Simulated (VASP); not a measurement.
# Al5N (F-43m) in VASP: further runs

Al5N is run at these levels: PBE; tasks: single point, relaxation of cell and atoms.

Program: VASP 6.6.1. These are calculated values, not measurements. Logs are shortened: lines on timing, memory, paths and dates and some standing lists are left out, and cuts for length are marked.

## (1) The cell of the first run

The structure is cubic, space group F-43m (No. 216). The conventional cell has a = 7.101 Å, b = 7.101 Å, c = 7.101 Å, α = 90.00°, β = 90.00°, γ = 90.00°. Within 3.9 Å of Al (site symmetry -43m) lie 12 Al at 2.94 Å and 4 N at 3.07 Å. Al (site symmetry 3m) has 9 Al at 2.50 to 2.94 Å and 3 N at 2.95 Å within 3.3 Å. Within 3.9 Å of N (site symmetry -43m) lie 16 Al at 2.95 to 3.07 Å.

## (2) Single point, PBE

The input, INCAR:

```
SYSTEM = Al5N
PREC = Accurate
ENCUT = 520
EDIFF = 1E-6
ISMEAR = 0
SIGMA = 0.1
LREAL = .False.
LASPH = .True.
NELM = 100
ALGO = Normal
ISIF = 2
LWAVE = .False.
LCHARG = .False.
GGA = PE
NBANDS = 19
```

The input, KPOINTS:

```
Automatic mesh
0
Gamma
  4 4 4
  0 0 0
```

The input, POSCAR:

```
Al5N
1.0
    0.0000000000      3.5505791900      3.5505791900
    3.5505791900      0.0000000000      3.5505791900
    3.5505791900      3.5505791900      0.0000000000
Al N
5 1
Direct
    0.2500000000      0.2500000000      0.2500000000
    0.6242626200      0.1272121400      0.6242626200
    0.6242626200      0.6242626200      0.1272121400
    0.6242626200      0.6242626200      0.6242626200
    0.1272121400      0.6242626200      0.6242626200
    0.0000000000      0.0000000000      0.0000000000
```

Potentials or basis: VASP PAW PBE potentials, release 64 (Al, N).

Command:

```sh
> cat potpaw_PBE.64/Al/POTCAR potpaw_PBE.64/N/POTCAR > POTCAR
> mpirun -np 1 vasp_std > vasp.out
```

OUTCAR:

```text
SYSTEM = Al5N
   PREC = Accurate
   ENCUT = 520
   EDIFF = 1E-6
   ISMEAR = 0
   LREAL = .False.
   LASPH = .True.
   NELM = 100
   ISIF = 2
   GGA = PE

 ion  position               nearest neighbor table
   1  0.250  0.250  0.250-   2 2.94   5 2.94   3 2.94   5 2.94   2 2.94   3 2.94   4 2.94   4 2.94
                             4 2.94   2 2.94   3 2.94   5 2.94
   2  0.624  0.127  0.624-   3 2.50   4 2.50   5 2.50   5 2.53   3 2.53   4 2.53   1 2.94   1 2.94
                             1 2.94
   3  0.624  0.624  0.127-   2 2.50   4 2.50   5 2.50   2 2.53   5 2.53   4 2.53   1 2.94   1 2.94
                             1 2.94
   4  0.624  0.624  0.624-   2 2.50   3 2.50   5 2.50   5 2.53   2 2.53   3 2.53   1 2.94   1 2.94
                             1 2.94
   5  0.127  0.624  0.624-   2 2.50   3 2.50   4 2.50   2 2.53   3 2.53   4 2.53   1 2.94   1 2.94
                             1 2.94
   6  0.000  0.000  0.000-

  LATTYP: Found a face centered cubic cell.
 ALAT       =     7.1011583800

  Lattice vectors:

 A1 = (   0.0000000000,   3.5505791900,   3.5505791900)
 A2 = (   3.5505791900,   0.0000000000,   3.5505791900)
 A3 = (   3.5505791900,   3.5505791900,   0.0000000000)

Analysis of symmetry for initial positions (statically):
=====================================================================
 Subroutine PRICEL returns:
 Original cell was already a primitive cell.

 Routine SETGRP: Setting up the symmetry group for a
 face centered cubic supercell.

 Subroutine GETGRP returns: Found 24 space group operations
 (whereof 24 operations were pure point group operations)
 out of a pool of 48 trial point group operations.

The static configuration has the point symmetry T_d .

Analysis of symmetry for dynamics (positions and initial velocities):
=====================================================================
 Subroutine PRICEL returns:
 Original cell was already a primitive cell.

 Routine SETGRP: Setting up the symmetry group for a
 face centered cubic supercell.

 Subroutine GETGRP returns: Found 24 space group operations
 (whereof 24 operations were pure point group operations)
 out of a pool of 48 trial point group operations.

The dynamic configuration has the point symmetry T_d .

 Subroutine INISYM returns: Found 24 space group operations
 (whereof 24 operations are pure point group operations),
 and found     1 'primitive' translations

----------------------------------------------------------------------------------------

                                     Primitive cell

  volume of cell :      89.5216

  direct lattice vectors                    reciprocal lattice vectors
     0.000000000  3.550579190  3.550579190    -0.140822095  0.140822095  0.140822095
     3.550579190  0.000000000  3.550579190     0.140822095 -0.140822095  0.140822095
     3.550579190  3.550579190  0.000000000     0.140822095  0.140822095 -0.140822095

  length of vectors
     5.021277245  5.021277245  5.021277245     0.243911023  0.243911023  0.243911023

  position of ions in fractional coordinates (direct lattice)
     0.250000000  0.250000000  0.250000000
     0.624262620  0.127212140  0.624262620
     0.624262620  0.624262620  0.127212140
     0.624262620  0.624262620  0.624262620
     0.127212140  0.624262620  0.624262620
     0.000000000  0.000000000  0.000000000

  ion indices of the primitive-cell ions
   primitive index   ion index
                 1           1
                 2           2
                 3           3
                 4           4
                 5           5
                 6           6

----------------------------------------------------------------------------------------

 KPOINTS: Automatic mesh

Automatic generation of k-mesh.
 Grid dimensions read from file:
 generate k-points for:    4    4    4

 Generating k-lattice:

  Cartesian coordinates                     Fractional coordinates (reciprocal lattice)
    -0.035205524  0.035205524  0.035205524     0.250000000  0.000000000  0.000000000
     0.035205524 -0.035205524  0.035205524     0.000000000  0.250000000  0.000000000
     0.035205524  0.035205524 -0.035205524     0.000000000  0.000000000  0.250000000

  Length of vectors
     0.060977756  0.060977756  0.060977756

  Shift w.r.t. Gamma in fractional coordinates (k-lattice)
     0.000000000  0.000000000  0.000000000

 Subroutine IBZKPT returns following result:
 ===========================================

 Found      8 irreducible k-points:

 Following reciprocal coordinates:
            Coordinates               Weight
  0.000000  0.000000  0.000000      1.000000
  0.250000  0.000000  0.000000      8.000000
  0.500000  0.000000  0.000000      4.000000
  0.250000  0.250000  0.000000      6.000000
  0.500000  0.250000  0.000000     24.000000
 -0.250000  0.250000  0.000000     12.000000
  0.500000  0.500000  0.000000      3.000000
 -0.250000  0.500000  0.250000      6.000000
   k-points           NKPTS =      8   k-points in BZ     NKDIM =      8   number of bands    NBANDS=     19
   number of dos      NEDOS =    301   number of ions     NIONS =      6
   total plane-waves  NPLWV =  64000
   dimension x,y,z NGX =    40 NGY =   40 NGZ =   40
   dimension x,y,z NGXF=    80 NGYF=   80 NGZF=   80
   ions per type =               5   1
   NGX,Y,Z   is equivalent  to a cutoff of  13.24, 13.24, 13.24 a.u.
   NGXF,Y,Z  is equivalent  to a cutoff of  26.49, 26.49, 26.49 a.u.
 SYSTEM =  Al5N
   PREC   = accura    normal or accurate (medium, high low for compatibility)
   ISTART =      0    job   : 0-new  1-cont  2-samecut
   ICHARG =      2    charge: 1-file 2-atom 10-const
   ISPIN  =      1    spin polarized calculation?
   LNONCOLLINEAR =      F non collinear calculations
   LSORBIT =      F    spin-orbit coupling
   LASPH  =      T    aspherical Exc in radial PAW
   ENCUT  =  520.0 eV  38.22 Ry    6.18 a.u.   9.34  9.34  9.34*2*pi/ulx,y,z
   NELM   =    100;   NELMIN=  2; NELMDL= -5     # of ELM steps
   EDIFF  = 0.1E-05   stopping-criterion for ELM
   LREAL  =      F    real-space projection
[... 7 lines left out ...]
   TEBEG  =    0.0;   TEEND  =   0.0 temperature during run
   PSTRESS=    0.0 pullay stress
   NELECT =      20.0000    total number of electrons
   NUPDOWN=      -1.0000    fix difference up-down
   EMIN   =  10.00;   EMAX   =-10.00  energy-range for DOS
   EFERMI =   0.00;   METHOD = LEGACY
   ISMEAR =     0;   SIGMA  =   0.10  broadening in eV -4-tet -1-fermi 0-gaus
   EFERMI_NEDOS =   21; number of points for ismear=-14 and -15
   IALGO  =     38    algorithm
   IMIX   =      4    mixing-type and parameters
     AMIX     =   0.40;   BMIX     =  1.00
     AMIX_MAG =   1.60;   BMIX_MAG =  1.00
  volume/ion in A,a.u.               =      14.92       100.69
  Fermi-wavevector in a.u.,A,eV,Ry     =   0.993365  1.877188 13.425882  0.986775
  Thomas-Fermi vector in A             =   2.125242
   LORBIT       =      0    0 simple, 1 ext, 2 COOP (PROOUT), +10 PAW based schemes
   GGA     = PE    functional components
   LHFCALC =     F    Hartree Fock is set to
   AEXX    =    0.0000 exact exchange contribution
   IVDW    =     0    specifies the selected vdW correction
   LEPSILON=     F    determine dielectric tensor
   LRPA    =     F    only Hartree local field effects (RPA)
 non-spin polarized calculation
 Gauss-broadening in eV      SIGMA  =   0.10
  energy-cutoff  :      520.00
  volume of cell :       89.52
 maximum number of plane-waves:      2450
 NGX is ok and might be reduce to    40
   NGX = 19   NGY = 19   NGZ = 19

 number of electron      19.9999999 magnetization

 Free energy of the ion-electron system (eV)
  ---------------------------------------------------
  ext. energy  EPLUGINS =         0.00000000
  ---------------------------------------------------
  free energy    TOTEN  =       -21.49521439 eV

  energy without entropy =      -21.46690187  energy(sigma->0) =      -21.48105813

 E-fermi :   7.5445     XC(G=0): -10.3365

 val. band max:        7.5359968876   @ k =   0.5000   0.2500   0.0000
 cond. band min:       7.8014470787   @ k =   0.0000   0.0000   0.0000
 fundamental gap:      0.2654501911
 Fermi energy:         7.5445208612

 k-point     1 :       0.0000    0.0000    0.0000
  band No.  band energies     occupation
      1      -5.8180      2.00000
      2      -2.1408      2.00000
      3       2.7603      2.00000
      4       4.1136      2.00000
      5       4.1136      2.00000
      6       4.1136      2.00000
[... 11 lines left out ...]
     18      12.2823      0.00000
     19      15.7899      0.00000

 k-point     2 :       0.2500    0.0000    0.0000
  band No.  band energies     occupation
      1      -5.5898      2.00000
      2      -2.1703      2.00000
      3       1.2816      2.00000
      4       3.0320      2.00000
      5       3.7270      2.00000
      6       3.7270      2.00000
[... 11 lines left out ...]
     18      12.4783      0.00000
     19      14.9692      0.00000

 k-point     3 :       0.5000    0.0000    0.0000
  band No.  band energies     occupation
      1      -5.3199      2.00000
      2      -2.1713      2.00000
      3       0.1004      2.00000
      4       2.6199      2.00000
      5       3.8076      2.00000
      6       3.8076      2.00000
[... 11 lines left out ...]
     18      13.3942      0.00000
     19      14.7735      0.00000

 k-point     4 :       0.2500    0.2500    0.0000
  band No.  band energies     occupation
      1      -5.5244      2.00000
      2      -2.0854      2.00000
      3       1.3646      2.00000
      4       2.6422      2.00000
      5       2.6422      2.00000
      6       2.7136      2.00000
[... 11 lines left out ...]
     18      12.5406      0.00000
     19      13.7216      0.00000

 k-point     5 :       0.5000    0.2500    0.0000
  band No.  band energies     occupation
      1      -5.2738      2.00000
      2      -1.7938      2.00000
      3      -0.1267      2.00000
      4       1.2431      2.00000
      5       2.4864      2.00000
      6       4.0507      2.00000
[... 11 lines left out ...]
     18      13.3415      0.00000
     19      13.7733      0.00000

 k-point     6 :      -0.2500    0.2500    0.0000
  band No.  band energies     occupation
      1      -5.3482      2.00000
      2      -1.9893      2.00000
      3       0.2285      2.00000
      4       1.4845      2.00000
      5       3.3044      2.00000
      6       3.7708      2.00000
[... 11 lines left out ...]
     18      12.9614      0.00000
     19      14.0196      0.00000

 k-point     7 :       0.5000    0.5000    0.0000
  band No.  band energies     occupation
      1      -5.2172      2.00000
      2      -1.1606      2.00000
      3      -0.8592      2.00000
      4       1.7520      2.00000
      5       1.9900      2.00000
      6       1.9900      2.00000
[... 11 lines left out ...]
     18      12.2939      0.00000
     19      12.8885      0.00000

 k-point     8 :      -0.2500    0.5000    0.2500
  band No.  band energies     occupation
      1      -5.2025      2.00000
      2      -1.0780      2.00000
      3      -0.8579      2.00000
      4       0.2429      2.00000
      5       3.0616      2.00000
      6       4.2980      2.00000
[... 11 lines left out ...]
     18      13.7868      0.00000
     19      13.9502      0.00000

------------------------ aborting loop because EDIFF is reached ----------------------------------------

  FORCE on cell =-STRESS in cart. coord.  units (eV):
  Direction    XX          YY          ZZ          XY          YZ          ZX
  --------------------------------------------------------------------------------------
  -------------------------------------------------------------------------------------
  Total        3.9836680      3.9836680      3.9836680     -0.0000000      0.0000000      0.0000000
  in kB       71.2961552     71.2961552     71.2961552     -0.0000000      0.0000000      0.0000000
  external PRESSURE =      71.2961552 kB  Pullay stress =       0.0000000 kB

 VOLUME and BASIS-vectors are now :
 -----------------------------------------------------------------------------
  energy-cutoff  :      520.00
  volume of cell :       89.52
      direct lattice vectors                 reciprocal lattice vectors
     0.000000000  3.550579190  3.550579190    -0.140822095  0.140822095  0.140822095
     3.550579190  0.000000000  3.550579190     0.140822095 -0.140822095  0.140822095
     3.550579190  3.550579190  0.000000000     0.140822095  0.140822095 -0.140822095

 POSITION                                       TOTAL-FORCE (eV/Angst)
 -----------------------------------------------------------------------------------
      1.77529      1.77529      1.77529         0.000000     -0.000000      0.000000
      2.66817      4.43299      2.66817        -0.082104      0.082104     -0.082104
      2.66817      2.66817      4.43299        -0.082104     -0.082104      0.082104
      4.43299      4.43299      4.43299         0.082104      0.082104      0.082104
      4.43299      2.66817      2.66817         0.082104     -0.082104     -0.082104
      0.00000      0.00000      0.00000        -0.000000     -0.000000      0.000000
 -----------------------------------------------------------------------------------
    total drift:                                0.000000      0.000000      0.000000

  FREE ENERGIE OF THE ION-ELECTRON SYSTEM (eV)
  ---------------------------------------------------
  free  energy   TOTEN  =       -21.4952143940 eV

  energy  without entropy=      -21.4669018745  energy(sigma->0) =      -21.48105813
```

Wall time 13 s (1 thread of Intel Xeon Platinum 8488C (Sapphire Rapids), shared host); peak memory 0.23 GiB.

What came out:

```
Free energy            : -21.4952 eV
Pressure               : 7.1 GPa
Largest force          : 0.142 eV/Å
Band gap on the k mesh : zero (band 10 reaches 7.94 eV, above the bottom of band 11 at 6.51 eV)
```

Forces in eV/Å, atoms in the order of the input:
```
Al   0.000  0.000  0.000
Al  -0.082  0.082 -0.082
Al  -0.082 -0.082  0.082
Al   0.082  0.082  0.082
Al   0.082 -0.082 -0.082
N    0.000  0.000  0.000
```

Levels at points of the mesh, in eV from the Fermi level:
```
           k point  band 6  band 7  band 8  band 9  band 10  band 11  band 12  band 13  band 14  band 15
(0.00, 0.00, 0.00)   -3.43   -2.39   -2.39   -2.39    -1.88    -0.88    -0.88    -0.88     0.26     0.26
(0.50, 0.00, 0.00)   -3.74   -3.45   -3.45   -1.04     0.40     0.51     0.51     2.25     2.25     2.64
(0.50, 0.50, 0.00)   -5.55   -1.67   -0.44   -0.24    -0.24     2.33     2.49     2.52     2.52     3.32
```

Caveat: the k points lie up to 0.38 Å⁻¹ apart.

## (3) Single point, PBE

This run uses another cell than the first one, of 16.16 Å³/atom, 1.083 times its volume.

The input, INCAR:

```
SYSTEM = Al5N
PREC = Accurate
ENCUT = 520
EDIFF = 1E-6
ISMEAR = 0
SIGMA = 0.1
LREAL = .False.
LASPH = .True.
NELM = 80
ALGO = Normal
ISIF = 2
LWAVE = .False.
LCHARG = .True.
GGA = PE
LELF = .True.
LVHAR = .True.
NBANDS = 19
```

KPOINTS is that of step 2.

The input, POSCAR:

```
Al5N
1.0
    0.0000000000      3.6462159891      3.6462159891
    3.6462159891      0.0000000000      3.6462159891
    3.6462159891      3.6462159891      0.0000000000
Al N
5 1
Direct
    0.2500000000      0.2500000000      0.2500000000
    0.6245653026      0.1263040921      0.6245653026
    0.6245653026      0.6245653026      0.1263040921
    0.6245653026      0.6245653026      0.6245653026
    0.1263040921      0.6245653026      0.6245653026
    0.0000000000      0.0000000000      0.0000000000
```

Potentials or basis: VASP PAW PBE potentials, release 64 (Al, N).

Command:

```sh
> cat potpaw_PBE.64/Al/POTCAR potpaw_PBE.64/N/POTCAR > POTCAR
> mpirun -np 1 vasp_std > vasp.out
```

It took 15 s on 1 thread of Intel Xeon Platinum 8488C (Sapphire Rapids), shared host; peak memory 0.22 GiB.

It converged, with:

```
Free energy            : -21.6583 eV
Pressure               : 0.3 GPa
Largest force          : 0.010 eV/Å
Band gap on the k mesh : zero (band 10 reaches 6.98 eV, above the bottom of band 11 at 5.73 eV)
```

Forces in eV/Å, atoms in the order of the input:
```
Al   0.000  0.000  0.000
Al  -0.006  0.006 -0.006
Al  -0.006 -0.006  0.006
Al   0.006  0.006  0.006
Al   0.006 -0.006 -0.006
N    0.000  0.000  0.000
```

Levels at points of the mesh, in eV from the Fermi level:
```
           k point  band 6  band 7  band 8  band 9  band 10  band 11  band 12  band 13  band 14  band 15
(0.00, 0.00, 0.00)   -3.11   -2.22   -2.22   -2.22    -1.93    -0.84    -0.84    -0.84     0.34     0.34
(0.50, 0.00, 0.00)   -3.40   -3.25   -3.25   -0.89     0.24     0.51     0.51     2.20     2.20     2.54
(0.50, 0.50, 0.00)   -5.19   -1.60   -0.35   -0.16    -0.16     2.17     2.43     2.43     2.48     3.26
```

Caveat: the k points lie up to 0.37 Å⁻¹ apart.

[end of part 1 of 2]
